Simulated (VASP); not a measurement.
# P (R-3m) in VASP: a series of runs

The runs below take P through single point, with PBEsol.

Program: VASP 6.6.1. These are calculated values, not measurements. Logs are shortened: lines on timing, memory, paths and dates and some standing lists are left out, and cuts for length are marked.

## Step 1: The cell of the first run

The structure is trigonal, space group R-3m (No. 166). The conventional cell has a = 3.718 Å, b = 3.718 Å, c = 8.091 Å, α = 90.00°, β = 90.00°, γ = 120.00°. P (site symmetry 3m) has 6 P at 2.36 to 2.75 Å within 3.1 Å.

## Step 2: Single point, PBEsol

Contents of INCAR:

```
SYSTEM = P
  PREC = Accurate
  ENCUT = 520
  EDIFF = 1E-6
  ISMEAR = 0
  SIGMA = 0.15
  LREAL = .FALSE.
  LASPH = .TRUE.
  NELM = 100
  ALGO = Normal
  ISIF = 2
  LWAVE = .FALSE.
  LCHARG = .FALSE.
  GGA = PS
  NBANDS = 12
```

Contents of KPOINTS:

```
Automatic mesh
0
G
  18 18 18
  0 0 0
```

Contents of POSCAR:

```
P
1.0
    1.8589810945      1.0732832353      2.6970764747
   -1.8589810945      1.0732832353      2.6970764747
    0.0000000000     -2.1465664706      2.6970764747
P
2
Direct
    0.2270802500      0.2270802500      0.2270802500
    0.7729197500      0.7729197500      0.7729197500
```

Potentials or basis: VASP PAW PBE potentials, release 64 (P).

Command:

```sh
cat potpaw_PBE.64/P/POTCAR > POTCAR
mpirun -np 1 vasp_std > vasp.out
```

OUTCAR:

```text
SYSTEM = P
   PREC = Accurate
   ENCUT = 520
   EDIFF = 1E-6
   ISMEAR = 0
   LREAL = .FALSE.
   LASPH = .TRUE.
   NELM = 100
   ISIF = 2
   GGA = PS

 ion  position               nearest neighbor table
   1  0.227  0.227  0.227-   2 2.36   2 2.36   2 2.36   2 2.75   2 2.75   2 2.75
   2  0.773  0.773  0.773-   1 2.36   1 2.36   1 2.36   1 2.75   1 2.75   1 2.75

  LATTYP: Found a trigonal (rhomboedric) cell.
 ALAT       =     3.4470232264
 COS(alpha) =     0.4183101010

  Lattice vectors:

 A1 = (   1.8589810945,   1.0732832353,   2.6970764747)
 A2 = (  -1.8589810945,   1.0732832353,   2.6970764747)
 A3 = (   0.0000000000,  -2.1465664706,   2.6970764747)

Analysis of symmetry for initial positions (statically):
=====================================================================
 Subroutine PRICEL returns:
 Original cell was already a primitive cell.

 Routine SETGRP: Setting up the symmetry group for a
 trigonal (rhombohedral) supercell.

 Subroutine GETGRP returns: Found 12 space group operations
 (whereof 12 operations were pure point group operations)
 out of a pool of 12 trial point group operations.

The static configuration has the point symmetry D_3d.

Analysis of symmetry for dynamics (positions and initial velocities):
=====================================================================
 Subroutine PRICEL returns:
 Original cell was already a primitive cell.

 Routine SETGRP: Setting up the symmetry group for a
 trigonal (rhombohedral) supercell.

 Subroutine GETGRP returns: Found 12 space group operations
 (whereof 12 operations were pure point group operations)
 out of a pool of 12 trial point group operations.

The dynamic configuration has the point symmetry D_3d.

 Subroutine INISYM returns: Found 12 space group operations
 (whereof 12 operations are pure point group operations),
 and found     1 'primitive' translations

----------------------------------------------------------------------------------------

                                     Primitive cell

  volume of cell :      32.2875

  direct lattice vectors                    reciprocal lattice vectors
     1.858981095  1.073283235  2.697076475     0.268964543  0.155286751  0.123590612
    -1.858981095  1.073283235  2.697076475    -0.268964543  0.155286751  0.123590612
     0.000000000 -2.146566471  2.697076475     0.000000000 -0.310573502  0.123590612

  length of vectors
     3.447023226  3.447023226  3.447023226     0.334261185  0.334261185  0.334261185

  position of ions in fractional coordinates (direct lattice)
     0.227080250  0.227080250  0.227080250
     0.772919750  0.772919750  0.772919750

  ion indices of the primitive-cell ions
   primitive index   ion index
                 1           1
                 2           2

----------------------------------------------------------------------------------------

 KPOINTS: Automatic mesh

Automatic generation of k-mesh.
 Grid dimensions read from file:
 generate k-points for:   18   18   18

 Generating k-lattice:

  Cartesian coordinates                     Fractional coordinates (reciprocal lattice)
     0.014942475  0.008627042  0.006866145     0.055555556  0.000000000  0.000000000
    -0.014942475  0.008627042  0.006866145     0.000000000  0.055555556  0.000000000
     0.000000000 -0.017254083  0.006866145     0.000000000  0.000000000  0.055555556

  Length of vectors
     0.018570066  0.018570066  0.018570066

  Shift w.r.t. Gamma in fractional coordinates (k-lattice)
     0.000000000  0.000000000  0.000000000

 Subroutine IBZKPT returns following result:
 ===========================================

 Found    580 irreducible k-points:

 Following reciprocal coordinates:
            Coordinates               Weight
  0.000000  0.000000  0.000000      1.000000
  0.055556  0.000000  0.000000      6.000000
  0.111111  0.000000  0.000000      6.000000
  0.166667  0.000000  0.000000      6.000000
  0.222222  0.000000  0.000000      6.000000
  0.277778  0.000000  0.000000      6.000000
[... 16 lines left out ...]
 -0.277778  0.055556 -0.000000     12.000000
 -0.222222  0.055556 -0.000000     12.000000
 [... further k-points ...]
   k-points           NKPTS =    580   k-points in BZ     NKDIM =    580   number of bands    NBANDS=     12
   number of dos      NEDOS =    301   number of ions     NIONS =      2
   total plane-waves  NPLWV =  21952
   dimension x,y,z NGX =    28 NGY =   28 NGZ =   28
   dimension x,y,z NGXF=    56 NGYF=   56 NGZF=   56
   ions per type =               2
   NGX,Y,Z   is equivalent  to a cutoff of  13.50, 13.50, 13.50 a.u.
   NGXF,Y,Z  is equivalent  to a cutoff of  27.01, 27.01, 27.01 a.u.
 SYSTEM =  P
   PREC   = accura    normal or accurate (medium, high low for compatibility)
   ISTART =      0    job   : 0-new  1-cont  2-samecut
   ICHARG =      2    charge: 1-file 2-atom 10-const
   ISPIN  =      1    spin polarized calculation?
   LNONCOLLINEAR =      F non collinear calculations
   LSORBIT =      F    spin-orbit coupling
   LASPH  =      T    aspherical Exc in radial PAW
   ENCUT  =  520.0 eV  38.22 Ry    6.18 a.u.   6.41  6.41  6.41*2*pi/ulx,y,z
   NELM   =    100;   NELMIN=  2; NELMDL= -5     # of ELM steps
   EDIFF  = 0.1E-05   stopping-criterion for ELM
   LREAL  =      F    real-space projection
   EDIFFG = 0.1E-04   stopping-criterion for IOM
   NSW    =      0    number of steps for IOM
   IBRION =     -1    ionic relax: 0-MD 1-quasi-New 2-CG
   NFREE  =      0    steps in history (QN), initial steepest desc. (CG)
   ISIF   =      2    stress and relaxation
   ISYM   =      2    0-nonsym 1-usesym 2-fastsym
   POTIM  = 0.5000    time-step for ionic-motion
   TEBEG  =    0.0;   TEEND  =   0.0 temperature during run
   PSTRESS=    0.0 pullay stress
   NELECT =      10.0000    total number of electrons
   NUPDOWN=      -1.0000    fix difference up-down
   EMIN   =  10.00;   EMAX   =-10.00  energy-range for DOS
   EFERMI =   0.00;   METHOD = LEGACY
   ISMEAR =     0;   SIGMA  =   0.15  broadening in eV -4-tet -1-fermi 0-gaus
   EFERMI_NEDOS =   21; number of points for ismear=-14 and -15
   IALGO  =     38    algorithm
   IMIX   =      4    mixing-type and parameters
     AMIX     =   0.40;   BMIX     =  1.00
     AMIX_MAG =   1.60;   BMIX_MAG =  1.00
  volume/ion in A,a.u.               =      16.14       108.94
  Fermi-wavevector in a.u.,A,eV,Ry     =   1.107636  2.093128 16.692396  1.226857
  Thomas-Fermi vector in A             =   2.244152
   LORBIT       =      0    0 simple, 1 ext, 2 COOP (PROOUT), +10 PAW based schemes
   GGA     = PS    functional components
   LHFCALC =     F    Hartree Fock is set to
   AEXX    =    0.0000 exact exchange contribution
   IVDW    =     0    specifies the selected vdW correction
   LEPSILON=     F    determine dielectric tensor
   LRPA    =     F    only Hartree local field effects (RPA)
 non-spin polarized calculation
 Gauss-broadening in eV      SIGMA  =   0.15
  energy-cutoff  :      520.00
  volume of cell :       32.29
 maximum number of plane-waves:       887
 NGX is ok and might be reduce to    28

 number of electron      10.0000001 magnetization

 Free energy of the ion-electron system (eV)
  ---------------------------------------------------
  ext. energy  EPLUGINS =         0.00000000
  ---------------------------------------------------
  free energy    TOTEN  =       -11.28483306 eV

  energy without entropy =      -11.27818346  energy(sigma->0) =      -11.28150826

 E-fermi :   8.1395     XC(G=0): -10.9236

 val. band max:        8.1386663539   @ k =  -0.2778   0.0556  -0.0000
 cond. band min:       8.1422030545   @ k =   0.4444   0.0556   0.0556
 fundamental gap:      0.0035367006
 Fermi energy:         8.1394757404

 k-point     1 :       0.0000    0.0000    0.0000
  band No.  band energies     occupation
      1      -7.4369      2.00000
      2       5.2657      2.00000
      3       5.2657      2.00000
      4       5.3254      2.00000
      5       7.7089      1.99995
      6      10.9603      0.00000
      7      11.4604      0.00000
      8      11.4604      0.00000
      9      14.0679      0.00000
     10      14.0679      0.00000
     11      15.8590      0.00000
     12      15.8590      0.00000

 k-point     2 :       0.0556    0.0000    0.0000
  band No.  band energies     occupation
      1      -7.3909      2.00000
      2       4.3164      2.00000
      3       5.2605      2.00000
      4       6.1609      2.00000
      5       7.6525      2.00000
      6      10.8909      0.00000
      7      11.4863      0.00000
      8      11.5588      0.00000
      9      13.6804      0.00000
     10      13.9767      0.00000
     11      15.6866      0.00000
     12      16.3979      0.00000

 k-point     3 :       0.1111    0.0000    0.0000
  band No.  band energies     occupation
      1      -7.2530      2.00000
      2       3.2645      2.00000
      3       5.2479      2.00000
      4       6.8720      2.00000
      5       7.5222      2.00000
      6      10.6944      0.00000
      7      11.4688      0.00000
      8      11.7698      0.00000
      9      13.1651      0.00000
     10      13.7585      0.00000
     11      15.6362      0.00000
     12      17.4585      0.00000
[... 286 lines left out ...]
 k-point    23 :      -0.2778    0.0556   -0.0000
  band No.  band energies     occupation
      1      -6.1149      2.00000
      2      -0.3034      2.00000
      3       4.7600      2.00000
      4       7.1466      2.00000
      5       8.1387      1.00609
      6       9.4975      0.00000
      7      10.4728      0.00000
      8      11.4165      0.00000
      9      14.1419      0.00000
     10      15.3227      0.00000
     11      17.4801      0.00000
     12      20.5232      0.00000

 k-point    24 :      -0.2222    0.0556   -0.0000
  band No.  band energies     occupation
      1      -6.5486      2.00000
      2       0.7168      2.00000
      3       4.7837      2.00000
      4       7.2117      2.00000
      5       8.1354      1.03047
      6       9.7884      0.00000
      7      10.7677      0.00000
      8      11.7625      0.00000
      9      13.6300      0.00000
     10      14.5257      0.00000
     11      16.6536      0.00000
     12      19.5058      0.00000

 [... further k-points ...]
[... 5 lines left out ...]
  --------------------------------------------------------------------------------------
  -------------------------------------------------------------------------------------
  Total       -2.6207872     -2.6207872      1.0039869     -0.0000000      0.0000000      0.0000000
  in kB     -130.0494482   -130.0494482     49.8201249     -0.0000000      0.0000000      0.0000000
  external PRESSURE =     -70.0929239 kB  Pullay stress =       0.0000000 kB

 VOLUME and BASIS-vectors are now :
 -----------------------------------------------------------------------------
  energy-cutoff  :      520.00
  volume of cell :       32.29
      direct lattice vectors                 reciprocal lattice vectors
     1.858981095  1.073283235  2.697076475     0.268964543  0.155286751  0.123590612
    -1.858981095  1.073283235  2.697076475    -0.268964543  0.155286751  0.123590612
     0.000000000 -2.146566471  2.697076475     0.000000000 -0.310573502  0.123590612

 POSITION                                       TOTAL-FORCE (eV/Angst)
 -----------------------------------------------------------------------------------
      0.00000      0.00000      1.83736         0.000000      0.000000      0.594951
      0.00000      0.00000      6.25387         0.000000      0.000000     -0.594951
 -----------------------------------------------------------------------------------
    total drift:                                0.000000     -0.000000     -0.000000

  FREE ENERGIE OF THE ION-ELECTRON SYSTEM (eV)
  ---------------------------------------------------
  free  energy   TOTEN  =       -11.2848330600 eV

  energy  without entropy=      -11.2781834608  energy(sigma->0) =      -11.28150826
```

Run time: 66 s. Hardware: 1 thread of Intel Xeon 6975P-C (Granite Rapids), shared host; peak memory 0.28 GiB.

What came out:

| Quantity | Value |
| --- | --- |
| Free energy | -11.2848 eV |
| Pressure | -7.0 GPa |
| Largest force | 0.595 eV/Å |
| Band gap on the k mesh | zero (band 5 reaches 8.55 eV, above the bottom of band 6 at 7.22 eV) |

Forces in eV/Å, atoms in the order of the input:
```
P    0.000  0.000  0.595
P    0.000  0.000 -0.595
```

Caveat: the PAW data sets were made with another functional, which shifts forces and pressure a little.

## Step 3: Single point, PBEsol

This run uses another cell than the first one, of the same volume but with other edges.

Contents of INCAR:

```
SYSTEM = P
PREC = Accurate ; ENCUT = 520
EDIFF = 1E-7 ; ISMEAR = 0
SIGMA = 0.15 ; LREAL = .FALSE.
LASPH = .TRUE. ; NELM = 80
ALGO = Normal ; ISIF = 2
LWAVE = .FALSE. ; LCHARG = .TRUE.
GGA = PS ; LELF = .TRUE.
LVHAR = .TRUE. ; NBANDS = 12
```

Contents of KPOINTS:

```
regular mesh
0
G
  18 18 18
  0 0 0
```

Contents of POSCAR:

```
P
1.0
    1.5812135160      0.9129140491      3.7278821210
   -1.5812135160      0.9129140491      3.7278821210
    0.0000000000     -1.8258280982      3.7278821210
P
2
Direct
    0.2270802500      0.2270802500      0.2270802500
    0.7729197500      0.7729197500      0.7729197500
```

Potentials or basis: VASP PAW PBE potentials, release 64 (P).

Command:

```sh
cat potpaw_PBE.64/P/POTCAR > POTCAR
mpirun -np 1 vasp_std > vasp.out
```

Run time: 77 s. Hardware: 1 thread of Intel Xeon 6975P-C (Granite Rapids), shared host; peak memory 0.3 GiB.

It converged, with:

```
Free energy            : -11.2780 eV
Pressure               : 2.3 GPa
Largest force          : 1.183 eV/Å
Band gap on the k mesh : zero (band 5 reaches 10.74 eV, above the bottom of band 6 at 7.19 eV)
```

Forces on the atoms (eV/Å):
```
P    0.000  0.000 -1.183
P    0.000  0.000  1.183
```

Stress tensor (GPa, compression positive):
```
 8.19  0.00  0.00
 0.00  8.19  0.00
 0.00  0.00 -9.56
```

Levels at points of the mesh, in eV from the Fermi level:
| k point | band 1 | band 2 | band 3 | band 4 | band 5 | band 6 | band 7 | band 8 | band 9 | band 10 |
| --- | --- | --- | --- | --- | --- | --- | --- | --- | --- | --- |
| (0.00, 0.00, 0.00) | -16.10 | -5.75 | -4.74 | -0.50 | -0.50 | 3.84 | 3.84 | 4.04 | 7.88 | 7.88 |
| (0.50, 0.00, 0.00) | -12.18 | -10.75 | -4.22 | -2.56 | -1.25 | -0.31 | 0.77 | 2.32 | 5.58 | 8.43 |
| (0.50, 0.50, 0.00) | -12.10 | -9.67 | -5.95 | -5.18 | -3.28 | 1.41 | 5.64 | 5.65 | 6.96 | 9.68 |
| (0.50, 0.50, 0.50) | -15.13 | -10.76 | -0.41 | -0.41 | 2.49 | 2.49 | 2.68 | 3.82 | 8.52 | 9.05 |

Caveat: the PAW data sets were made with another functional, which shifts forces and pressure a little.
